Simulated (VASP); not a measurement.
Wanted: the native input for a VASP 6.6.1 run.

```
Task                   : single point
Functional             : PBE
Potentials or basis    : VASP PAW PBE potentials, release 64 (Ca_sv, Se)
Cutoff                 : 520 eV
k mesh                 : 4 × 4 × 1
Occupations            : gaussian, width 0.1 eV
Spin                   : no spin polarisation
Dipole correction      : yes
Further INCAR settings : ALGO = Normal; EDIFF = 1e-07; NBANDS = 15
```

The structure of CaSe lies in POSCAR:

```
CaSe
1.0
    4.0311888598      0.0000000000      0.0000000000
    0.0000000000      4.0311888598      0.0000000000
    0.0000000000      0.0000000000     23.8000000000
Ca Se
1 1
Direct
    0.5000000000      0.5000000000      0.2941176471
    0.0000000000      0.0000000000      0.2941176471
```

These files were run (other wordings do the same):

INCAR

```
  PREC = Accurate
  ENCUT = 520
  EDIFF = 1E-7
  ISMEAR = 0
  SIGMA = 0.1
  LREAL = False
  LASPH = True
  NELM = 60
  ALGO = Normal
  ISIF = 2
  LWAVE = False
  LCHARG = False
  LDIPOL = True
  IDIPOL = 3
  DIPOL = 0.5 0.5 0.294
  GGA = PE
  NBANDS = 15
```

KPOINTS

```
regular mesh
0
Gamma
  4 4 1
```

Potentials or basis: VASP PAW PBE potentials, release 64 (Ca_sv, Se).

The run is started by

```bash
$ cat potpaw_PBE.64/Ca_sv/POTCAR potpaw_PBE.64/Se/POTCAR > POTCAR
$ mpirun -np 1 vasp_std > vasp.out
```

Results of the run:

The band gap on the k mesh is 2.48 eV, direct.

Wall time 64 s on 1 thread of Intel(R) Xeon(R) Platinum 8259CL CPU @ 2.50GHz (Skylake/Cascade Lake), with other jobs on the host, peak memory 0.38 GiB.
